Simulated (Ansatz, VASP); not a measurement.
Two plane-wave programs on ZnO

INCAR

```
SYSTEM = ZnO
PREC = Accurate
ENCUT = 520
EDIFF = 1E-6
ISMEAR = 0
SIGMA = 0.01
LREAL = .False.
LASPH = .True.
NELM = 60
ALGO = Normal
ISIF = 2
LWAVE = .False.
LCHARG = .True.
GGA = PE
LELF = .True.
LVHAR = .True.
NBANDS = 26
```

The input KPOINTS:

```
Automatic mesh
0
Gamma
  12 12 6
  0 0 0
```

The input POSCAR:

```
ZnO
1.0
    3.2793906907      0.0000000000      0.0000000000
   -1.6396953453      2.8400356471      0.0000000000
    0.0000000000      0.0000000000      5.2932331946
Zn O
2 2
Direct
    0.6666666667      0.3333333333      0.5006044163
    0.3333333333      0.6666666667      0.0006044163
    0.6666666667      0.3333333333      0.8797055837
    0.3333333333      0.6666666667      0.3797055837
```

Input for Ansatz:

```yaml
crystal:
  lattice:
    - [3.2793906907, 0.0, 0.0]
    - [-1.6396953453, 2.8400356471, 0.0]
    - [0.0, 0.0, 5.2932331946]
  atoms:
    - { symbol: Zn, position: [0.6666666667, 0.3333333333, 0.5006044163] }
    - { symbol: Zn, position: [0.3333333333, 0.6666666667, 0.0006044163] }
    - { symbol: O, position: [0.6666666667, 0.3333333333, 0.8797055837] }
    - { symbol: O, position: [0.3333333333, 0.6666666667, 0.3797055837] }
basis:
  ecutwfc: 420
  xc_grid: 2
kpoints:
  mp_grid: { grid: [12, 12, 6] }
  band_path: { path: [VBM, CBM], npoints: 2 }
hamiltonian:
  xc: pbe
scf:
  occupations: { method: gaussian, width: 0.01 }
output:
  forces: true
  stress: true
  eigenvalues: true
```

Alike in both runs: task single point; functional PBE; k mesh 12 × 12 × 6; occupations gaussian, width 0.01 eV; no spin polarisation.

|  | VASP | Ansatz |
| --- | --- | --- |
| version | VASP 6.6.1 | Ansatz 0.2.0 |
| potentials or method | VASP PAW PBE potentials, release 64 (Zn, O), cutoff 520 eV | scalar-relativistic, plane waves, PAW |
| valence electrons in the cell | 36 | 36 |

VASP gave:

```
gap on the k mesh at the Fermi level (eV) : 0.73
least direct gap on the mesh (eV)         : 0.73
pressure (GPa)                            : 0.9
```

Question: What did Ansatz give for the same quantities?

Answer: gap on the k mesh at the Fermi level (eV): 0.74; least direct gap on the mesh (eV): 0.74; pressure (GPa): 0.0.
